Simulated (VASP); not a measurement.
Input of a VASP 6.6.1 run:

The input INCAR:

```
  ALGO = Normal
  EDIFF = 1E-7
  ENCUT = 520
  ISIF = 2
  ISMEAR = -1
  ISPIN = 2
  LASPH = T
  LCHARG = F
  LMAXMIX = 4
  LORBIT = 11
  LREAL = F
  LWAVE = F
  MAGMOM = 2 2 0 0
  NBANDS = 27
  NELM = 150
  PREC = Accurate
  SIGMA = 0.05
```

KPOINTS

```
k-points
0
Gamma
  10 10 5
```

File POSCAR:

```
CoO
1.0
    3.1976457435      0.0000000000      0.0000000000
   -1.5988228718      2.7692424462      0.0000000000
    0.0000000000      0.0000000000      5.2287097100
Co O
2 2
Direct
    0.3333333333      0.6666666667      0.5033624100
    0.0000000000      0.0000000000      0.0034741400
    0.3333333333      0.6666666667      0.8715556000
    0.0000000000      0.0000000000      0.3716088500
```

Potentials or basis: VASP PAW LDA potentials, release 64 (Co, O).

Run with:

```console
$ cat potpaw_LDA.64/Co/POTCAR potpaw_LDA.64/O/POTCAR > POTCAR
$ mpirun -np 1 vasp_std > vasp.out
```

Q: What does it give for the net moment?

A: 5.30 μB per cell.

Q: Predict the site moments.

A: Co +2.27; O +0.29 μB.

Forces in eV/Å, atoms in the order of the input:
```
Co   0.000  0.000 -0.238
Co   0.000  0.000 -0.242
O    0.000  0.000  0.240
O    0.000  0.000  0.240
```

Caveat: the cell stands under tension.
